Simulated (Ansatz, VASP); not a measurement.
Two plane-wave programs on MnSb

```xyz
4
Lattice="4.0653 0.0000 0.0000 -2.0326 3.5206 0.0000 0.0000 0.0000 5.6620" Properties=species:S:1:pos:R:3 pbc="T T T"
Sb    2.0326    1.1735    4.2465
Sb    0.0000    2.3471    1.4155
Mn    0.0000    0.0000    2.8310
Mn    0.0000    0.0000    0.0000
```

Alike in both runs: task single point; functional LDA; k mesh 7 × 7 × 5; occupations fermi-dirac, width 0.05 eV; collinear spin.

```csv
,VASP,Ansatz
version,VASP 6.6.1,Ansatz 0.2.0
potentials or method,"VASP PAW LDA potentials, release 64 (Sb, Mn_pv)",Ansatz PAW
plane-wave cutoff (eV),520,420
valence electrons in the cell,36,60
```

|  | VASP | Ansatz | Ansatz less VASP |
| --- | --- | --- | --- |
| gap on the k mesh at the Fermi level (eV) | none | none | - |
| pressure (GPa) | -9.4 | -8.4 | +1.02 |
| traceless stress, the component that is largest in VASP (GPa) | -0.88 | -0.85 | +0.022 |
| net moment per atom (μB) | 1.47 | 1.53 | +0.059 |
| size of the moment on the site where the two differ most (μB) | 2.95 | 3.08 | +0.134 |

LDA's correlation is that of Perdew and Zunger in VASP and of Perdew and Wang (1992) in Ansatz. Site moments also hang on the region over which each program counts them. A gap of «none» marks a metal or a gap that the smearing closes. VASP's potentials hold 36 valence electrons a cell and Ansatz's 60, so a difference there can come from the potentials and not from the codes.

Spin-orbit coupling is off throughout.
